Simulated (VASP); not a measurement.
Write the native input for VASP 6.6.1 that does the following.

```yaml
Task: single point
Functional: PBEsol-based screened hybrid with 25 % exact exchange
Potentials_or_basis: VASP PAW PBE potentials, release 64 (Pb_d)
Cutoff: 520 eV
k_mesh: 5 × 5 × 5
Occupations: fermi-dirac, width 0.05 eV
Spin: no spin polarisation
Dipole_correction: no
Grid_for_exact_exchange_PRECFOCK: Normal
Share_of_exact_exchange: 0.25
Further_INCAR_settings: ALGO = Normal; EDIFF = 1e-07; NBANDS = 13
Screening_parameter: 0.207 1/Å
```

Pb:

```
CELL_PARAMETERS angstrom
0.00000 2.52356 2.52356
2.52356 0.00000 2.52356
2.52356 2.52356 0.00000
ATOMIC_POSITIONS crystal
Pb 0.00000 0.00000 0.00000
```

The input as run:

POSCAR

```
Pb
1.0
    0.0000000000      2.5235621278      2.5235621278
    2.5235621278      0.0000000000      2.5235621278
    2.5235621278      2.5235621278      0.0000000000
Pb
1
Direct
    0.0000000000      0.0000000000      0.0000000000
```

INCAR.step1

```
SYSTEM = Pb
ALGO = Normal
EDIFF = 1E-5
ENCUT = 520
GGA = PE
ISIF = 2
ISMEAR = -1
LASPH = .TRUE.
LCHARG = .FALSE.
LREAL = .FALSE.
LWAVE = .TRUE.
NBANDS = 13
NELM = 100
PREC = Accurate
SIGMA = 0.05
```

INCAR.step2

```
SYSTEM = Pb
AEXX = 0.25
ALGO = Normal
EDIFF = 1E-7
ENCUT = 520
GGA = PS
HFSCREEN = 0.207
ISIF = 2
ISMEAR = -1
ISTART = 1
LASPH = .TRUE.
LCHARG = .FALSE.
LHFCALC = .TRUE.
LREAL = .FALSE.
LWAVE = .FALSE.
NBANDS = 13
NELM = 100
PREC = Accurate
PRECFOCK = Normal
SIGMA = 0.05
```

KPOINTS

```
k-points
0
G
  5 5 5
  0 0 0
```

Potentials or basis: VASP PAW PBE potentials, release 64 (Pb_d).

Run with:

```console
$ cat potpaw_PBE.64/Pb_d/POTCAR > POTCAR
$ cp INCAR.step1 INCAR
$ mpirun -np 1 vasp_std > vasp.out
$ cp INCAR.step2 INCAR
$ mpirun -np 1 vasp_std > vasp.out
```

It gave:

The pressure is -3.8 GPa and the band gap on the k mesh is zero (bands 7 and 8 overlap by 8.29 eV).

Caveat: the k points lie up to 0.43 Å⁻¹ apart, too coarse for converged energies and pressures of a metal; the PAW data sets were made with another functional, which shifts forces and pressure a little; spin-orbit coupling is left out, which moves the levels of the heavy elements.

Run time: 7.6 min on 1 thread of Intel(R) Xeon(R) Platinum 8259CL CPU @ 2.50GHz (Skylake/Cascade Lake), on a shared host, peak memory 0.26 GiB.
